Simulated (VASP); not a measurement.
# GaSb2 (P-3m1) in VASP: further runs, part 2 of 2

VASP 6.6.1. Earlier steps stand in the parts before.

### Step 5. Single point, PBE

This run uses another cell than the first one, of 25.92 Å³/atom, 1.091 times its volume.

INCAR

```
SYSTEM = GaSb2
PREC     = Accurate       ! precision mode
ENCUT    = 520            ! plane-wave cutoff, eV
EDIFF    = 1E-7           ! SCF threshold, eV
ISMEAR   = 0              ! smearing method
SIGMA    = 0.1            ! smearing width, eV
LREAL    = .False.        ! projectors in reciprocal space
LASPH    = .True.         ! aspherical terms in the spheres
NELM     = 60             ! most SCF steps
ALGO     = Normal         ! electronic algorithm
ISIF     = 2              ! what is computed and relaxed
LWAVE    = .False.        ! write WAVECAR
LCHARG   = .False.        ! write CHGCAR
GGA      = PE             ! functional
NBANDS   = 18             ! bands
```

KPOINTS

```
regular mesh
0
Gamma
  18 18 6
  0 0 0
```

POSCAR

```
GaSb2
1.0
    3.3900922801      0.0000000000      0.0000000000
   -1.6950461401      2.9359060358      0.0000000000
    0.0000000000      0.0000000000      7.8136497560
Ga Sb
1 2
Direct
    0.0000000000      0.0000000000      0.0000000000
    0.3333333333      0.6666666667      0.7132893178
    0.6666666667      0.3333333333      0.2867106822
```

Potentials or basis: VASP PAW PBE potentials, release 64 (Ga_d, Sb).

Run with:

```sh
$ cat potpaw_PBE.64/Ga_d/POTCAR potpaw_PBE.64/Sb/POTCAR > POTCAR
$ mpirun -np 1 vasp_std > vasp.out
```

OUTCAR:

```text
SYSTEM = GaSb2
   PREC = Accurate
   ENCUT = 520
   EDIFF = 1E-7
   ISMEAR = 0
   LREAL = .False.
   LASPH = .True.
   NELM = 60
   ISIF = 2
   GGA = PE

 ion  position               nearest neighbor table
   1  0.000  0.000  0.000-   2 2.97   3 2.97   3 2.97   2 2.97   3 2.97   2 2.97
   2  0.333  0.667  0.713-   1 2.97   1 2.97   1 2.97
   3  0.667  0.333  0.287-   1 2.97   1 2.97   1 2.97

  LATTYP: Found a hexagonal cell.
 ALAT       =     3.3900922801
 C/A-ratio  =     2.3048486915

  Lattice vectors:

[... 678 lines left out ...]
      6      -2.0518      2.00000
[... 10 lines left out ...]
     17      11.8421      0.00000
     18      13.0558      0.00000

 [... further k-points ...]
[... 5 lines left out ...]
  --------------------------------------------------------------------------------------
  -------------------------------------------------------------------------------------
  Total       -0.0085763     -0.0085763     -0.0027368      0.0000000      0.0000000      0.0000000
  in kB       -0.1766868     -0.1766868     -0.0563837      0.0000000      0.0000000      0.0000000
  external PRESSURE =      -0.1365858 kB  Pullay stress =       0.0000000 kB

 VOLUME and BASIS-vectors are now :
 -----------------------------------------------------------------------------
  energy-cutoff  :      520.00
  volume of cell :       77.77
      direct lattice vectors                 reciprocal lattice vectors
     3.390092280  0.000000000  0.000000000     0.294977221  0.170305178  0.000000000
    -1.695046140  2.935906036  0.000000000     0.000000000  0.340610356  0.000000000
     0.000000000  0.000000000  7.813649756     0.000000000  0.000000000  0.127981165

 POSITION                                       TOTAL-FORCE (eV/Angst)
 -----------------------------------------------------------------------------------
      0.00000      0.00000      0.00000         0.000000      0.000000     -0.000000
     -0.00000      1.95727      5.57339         0.000000     -0.000000     -0.005078
      1.69505      0.97864      2.24026        -0.000000      0.000000      0.005078
 -----------------------------------------------------------------------------------
    total drift:                               -0.000000     -0.000000      0.000000

  FREE ENERGIE OF THE ION-ELECTRON SYSTEM (eV)
  ---------------------------------------------------
  free  energy   TOTEN  =       -10.6695351709 eV

  energy  without entropy=      -10.6632054628  energy(sigma->0) =      -10.66637032
```

It took 94 s on 1 thread of Intel Xeon 6975P-C (Granite Rapids), shared host; peak memory 0.42 GiB.

What came out:

```
Free energy   : -10.6695 eV
Pressure      : 0.0 GPa
Largest force : 0.005 eV/Å
```

Forces in eV/Å, atoms in the order of the input:
```
Ga   0.000  0.000  0.000
Sb   0.000  0.000 -0.005
Sb   0.000  0.000  0.005
```

Levels at points of the mesh, in eV from the Fermi level:
| k point | band 7 | band 8 | band 9 | band 10 | band 11 | band 12 | band 13 | band 14 | band 15 | band 16 |
| --- | --- | --- | --- | --- | --- | --- | --- | --- | --- | --- |
| (0.00, 0.00, 0.00) | -11.02 | -7.55 | -1.88 | -0.17 | 4.13 | 4.13 | 4.15 | 4.15 | 6.94 | 6.94 |
| (0.50, 0.00, 0.00) | -8.36 | -5.89 | -4.85 | -3.08 | -2.95 | 0.76 | 1.67 | 2.06 | 2.88 | 3.88 |
| (0.00, 0.00, 0.50) | -11.63 | -6.35 | -4.46 | 3.32 | 3.94 | 3.94 | 4.41 | 4.41 | 5.69 | 6.74 |
| (0.50, 0.00, 0.50) | -8.47 | -6.18 | -5.25 | -1.95 | -1.82 | -0.44 | 1.04 | 1.10 | 1.48 | 5.11 |

Caveat: spin-orbit coupling is left out, which moves the levels of the heavy elements.

### Step 6. Relaxation of cell and atoms, PBE

This run uses another cell than the first one, of 25.69 Å³/atom, 1.082 times its volume.

INCAR

```
SYSTEM = GaSb2
PREC = Accurate ; ENCUT = 600
EDIFF = 1E-6 ; ISMEAR = 0
SIGMA = 0.1 ; LREAL = .FALSE.
LASPH = .TRUE. ; NELM = 100
ALGO = Normal ; ISIF = 3
LWAVE = .FALSE. ; LCHARG = .FALSE.
GGA = PE ; IBRION = 2
NSW = 100 ; EDIFFG = -0.01
```

KPOINTS

```
regular mesh
0
G
  18 18 6
  0 0 0
```

POSCAR

```
GaSb2
1.0
    3.3364126961      0.0000000000      0.0000000000
   -1.6682063481      2.8894181523      0.0000000000
    0.0000000000      0.0000000000      7.9956639160
Ga Sb
1 2
Direct
    0.0000000000      0.0000000000      0.0000000000
    0.3333333333      0.6666666667      0.7039253694
    0.6666666667      0.3333333333      0.2960746306
```

Potentials or basis: VASP PAW PBE potentials, release 64 (Ga_d, Sb).

Run with:

```sh
$ cat potpaw_PBE.64/Ga_d/POTCAR potpaw_PBE.64/Sb/POTCAR > POTCAR
$ mpirun -np 1 vasp_std > vasp.out
```

OUTCAR:

```text
SYSTEM = GaSb2
   PREC = Accurate
   ENCUT = 600
   EDIFF = 1E-6
   ISMEAR = 0
   LREAL = .FALSE.
   LASPH = .TRUE.
   NELM = 100
   ISIF = 3
   GGA = PE
   IBRION = 2
   NSW = 100
   EDIFFG = -0.01

 ion  position               nearest neighbor table
   1  0.000  0.000  0.000-   2 3.05   3 3.05   2 3.05   3 3.05   3 3.05   2 3.05
   2  0.333  0.667  0.704-   1 3.05   1 3.05   1 3.05
   3  0.667  0.333  0.296-   1 3.05   1 3.05   1 3.05

  LATTYP: Found a hexagonal cell.
 ALAT       =     3.3364126961
 C/A-ratio  =     2.3964852805

  Lattice vectors:

 A1 = (   3.3364126961,   0.0000000000,   0.0000000000)
 A2 = (  -1.6682063481,   2.8894181523,   0.0000000000)
 A3 = (   0.0000000000,   0.0000000000,   7.9956639160)

Analysis of symmetry for initial positions (statically):
=====================================================================
 Subroutine PRICEL returns:
 Original cell was already a primitive cell.

 Routine SETGRP: Setting up the symmetry group for a
 hexagonal supercell.

 Subroutine GETGRP returns: Found 12 space group operations
 (whereof 12 operations were pure point group operations)
 out of a pool of 24 trial point group operations.

The static configuration has the point symmetry D_3d.

Analysis of symmetry for dynamics (positions and initial velocities):
=====================================================================
 Subroutine PRICEL returns:
 Original cell was already a primitive cell.

 Routine SETGRP: Setting up the symmetry group for a
 hexagonal supercell.

 Subroutine GETGRP returns: Found 12 space group operations
 (whereof 12 operations were pure point group operations)
 out of a pool of 24 trial point group operations.

The dynamic configuration has the point symmetry D_3d.

 Subroutine INISYM returns: Found 12 space group operations
 (whereof 12 operations are pure point group operations),
 and found     1 'primitive' translations

[... 145 lines left out ...]

  energy without entropy =      -10.63761890  energy(sigma->0) =      -10.64072105

------------------------ aborting loop because EDIFF is reached ----------------------------------------

  FORCE on cell =-STRESS in cart. coord.  units (eV):
  Direction    XX          YY          ZZ          XY          YZ          ZX
  --------------------------------------------------------------------------------------
  -------------------------------------------------------------------------------------
  Total        0.4966576      0.4966576     -1.0115862     -0.0000000      0.0000000      0.0000000
  in kB       10.3234057     10.3234057    -21.0265875     -0.0000000      0.0000000      0.0000000
  external PRESSURE =      -0.1265920 kB  Pullay stress =       0.0000000 kB
[... 92 lines left out ...]
  FREE ENERGIE OF THE ION-ELECTRON SYSTEM (eV)
  ---------------------------------------------------
  free  energy   TOTEN  =       -10.6656414987 eV

  energy  without entropy=      -10.6599130218  energy(sigma->0) =      -10.66277726

[... ionic steps 4 to 8 ...]

--------------------------------------- Ionic step        9  -------------------------------------------

 number of electron      22.9999991 magnetization

------------------------ aborting loop because EDIFF is reached ----------------------------------------
[... 69 lines left out ...]
--------------------------------------- Ionic step       11  -------------------------------------------

 number of electron      22.9999990 magnetization

 Free energy of the ion-electron system (eV)
  ---------------------------------------------------
  ext. energy  EPLUGINS =         0.00000000
  ---------------------------------------------------
  free energy    TOTEN  =       -10.66944635 eV

  energy without entropy =      -10.66346838  energy(sigma->0) =      -10.66645737

 E-fermi :   6.9400     XC(G=0): -10.0739

 val. band max:        6.9385564938   @ k =  -0.1667   0.3889   0.3333
 cond. band min:       6.9445130149   @ k =   0.0000   0.2222   0.3333
 fundamental gap:      0.0059565211
 Fermi energy:         6.9400402432

 k-point     1 :       0.0000    0.0000    0.0000
  band No.  band energies     occupation
      1      -8.0012      2.00000
      2      -7.9869      2.00000
      3      -7.9869      2.00000
      4      -7.9426      2.00000
      5      -7.9426      2.00000
      6      -5.2778      2.00000
      7      -4.0832      2.00000
      8      -0.6363      2.00000
      9       5.0528      2.00000
     10       6.7138      1.99862
     11      11.0992      0.00000
     12      11.0992      0.00000
     13      11.1262      0.00000
     14      11.1262      0.00000
[... 401 lines left out ...]
      2      -7.9976      2.00000
      3      -7.9635      2.00000
      4      -7.9397      2.00000
      5      -7.9121      2.00000
      6      -2.0243      2.00000
      7      -1.3191      2.00000
      8       1.3189      2.00000
      9       2.5651      2.00000
     10       3.3875      2.00000
     11       4.8610      2.00000
     12       6.5107      2.00000
     13       7.5341      0.00000
     14       8.2938      0.00000
     15       9.8309      0.00000

 [... further k-points ...]
[... 5 lines left out ...]
  --------------------------------------------------------------------------------------
  -------------------------------------------------------------------------------------
  Total       -0.0102244     -0.0102244     -0.0210829      0.0000000     -0.0000000     -0.0000000
  in kB       -0.2110423     -0.2110423     -0.4351736      0.0000000     -0.0000000     -0.0000000
  external PRESSURE =      -0.2857527 kB  Pullay stress =       0.0000000 kB
[... 18 lines left out ...]
  FREE ENERGIE OF THE ION-ELECTRON SYSTEM (eV)
  ---------------------------------------------------
  free  energy   TOTEN  =       -10.6694463536 eV

  energy  without entropy=      -10.6634683835  energy(sigma->0) =      -10.66645737

 reached required accuracy - stopping structural energy minimisation
```

Wall time 8.9 min (1 thread of Intel Xeon 6975P-C (Granite Rapids), shared host); peak memory 0.48 GiB.

Results:

| Item | Value |
| --- | --- |
| Free energy | -10.6694 eV |
| Relaxed volume | 25.87 Å³/atom |
| Relaxed cell | a = 3.386 Å, b = 3.386 Å, c = 7.817 Å, α = 90.00°, β = 90.00°, γ = 120.00° |
| Space group after relaxing (to 0.05 Å) | P-3m1 (No. 164) |
| Energy gained by relaxing | 8.5 meV/atom |
| Ionic steps | 11 |
| Pressure after relaxing | 0.0 GPa |

Forces in eV/Å, atoms in the order of the input:
```
Ga   0.000  0.000  0.000
Sb   0.000  0.000 -0.002
Sb   0.000  0.000  0.002
```

Step by step:
```csv
step,energy change (eV),largest force (eV/Å),pressure (GPa),volume (Å³)
1,0.0000,0.1014,-0.01,77.08
2,-0.0182,0.0891,-0.14,77.04
3,-0.0218,0.0793,-0.19,77.01
4,-0.0219,0.0774,-0.19,77.00
5,-0.0226,0.0577,0.12,76.61
6,-0.0226,0.0537,0.21,76.53
7,-0.0233,0.0470,0.14,76.62
8,-0.0247,0.0261,0.12,76.89
9,-0.0255,0.0101,0.14,77.44
10,-0.0251,0.0159,-0.33,78.07
11,-0.0256,0.0024,-0.03,77.62
```

Final structure:
```
CELL_PARAMETERS angstrom
3.38614 0.00000 0.00000
-1.69307 2.93248 0.00000
0.00000 0.00000 7.81697
ATOMIC_POSITIONS crystal
Ga 0.00000 0.00000 0.00000
Sb 0.33333 0.66667 0.71220
Sb 0.66667 0.33333 0.28780
```

Caveat: spin-orbit coupling is left out, which moves the levels of the heavy elements.

### Step 7. Summary

```tsv
task	cell	k mesh	cutoff (eV)	gap on the mesh (eV)	pressure (GPa)	relaxed volume (Å³/atom)	largest force (eV/Å)
single point	a = 3.233, b = 3.233, c = 7.874 Å, angles 90.0, 90.0, 120.0°, 3 atoms	6 × 6 × 2	520	none	5.3	-	0.73
single point	a = 3.336, b = 3.336, c = 7.996 Å, angles 90.0, 90.0, 120.0°, 3 atoms	6 × 6 × 2	520	none	-0.1	-	0.02
relaxation of cell and atoms	relaxed from a = 3.233, b = 3.233, c = 7.874 Å, angles 90.0, 90.0, 120.0°, 3 atoms	6 × 6 × 2	600	none	0.0	25.84	0.02
single point	a = 3.390, b = 3.390, c = 7.814 Å, angles 90.0, 90.0, 120.0°, 3 atoms	18 × 18 × 6	520	none	0.0	-	0.01
relaxation of cell and atoms	relaxed from a = 3.336, b = 3.336, c = 7.996 Å, angles 90.0, 90.0, 120.0°, 3 atoms	18 × 18 × 6	600	none	0.0	25.87	-
```

Alike in all rows: level PBE; potentials or basis VASP PAW PBE potentials, release 64 (Ga_d, Sb); no spin polarisation; smearing gaussian 0.1 eV.

Caveats: some runs use coarse meshes; spin-orbit coupling is left out, which moves the levels of the heavy elements.

Absolute energies hang on the potentials; compare differences alone.
